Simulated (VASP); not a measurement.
A run of VASP 6.6.1 is set up as follows.

The input INCAR:

```
SYSTEM = ErH2
PREC = Accurate ; ENCUT = 600
EDIFF = 1E-6 ; ISMEAR = 0
SIGMA = 0.05 ; LREAL = .False.
LASPH = .True. ; NELM = 200
ALGO = Normal ; ISIF = 2
LWAVE = .False. ; LCHARG = .False.
ISPIN = 2 ; MAGMOM = 2.8 0 0
LORBIT = 11 ; LMAXMIX = 6
GGA = PS ; NBANDS = 23
GGA_COMPAT = .False.
```

KPOINTS

```
Automatic mesh
0
Gamma
  10 10 10
  0 0 0
```

Contents of POSCAR:

```
ErH2
1.0
   -0.0128671673      2.5734334530      2.5734334530
    2.5605662857      0.0000000000      2.5605662857
    2.5734334530      2.5734334530     -0.0128671673
Er H
1 2
Direct
    0.0000000000      0.0000000000      0.0000000000
    0.2500000000      0.2500000000      0.2500000000
    0.7500000000      0.7500000000      0.7500000000
```

Potentials or basis: VASP PAW PBE potentials, release 64 (Er, H).

Run with:

```sh
$ cat potpaw_PBE.64/Er/POTCAR potpaw_PBE.64/H/POTCAR > POTCAR
$ mpirun -np 1 vasp_std > vasp.out
```

Question: Estimate the net moment.

Answer: 2.52 μB per cell.

Question: What does it give for the site moments?

Answer: Er +2.54; H +0.00 μB.

Stress tensor (GPa, compression positive):
```
0.06 0.00 0.23
0.00 0.28 0.00
0.23 0.00 0.06
```

Caveat: the magnetic or orbital state may not be the lowest; the PAW data sets were made with another functional, which shifts forces and pressure a little. The state reached can hang on the start; a lower one may exist.
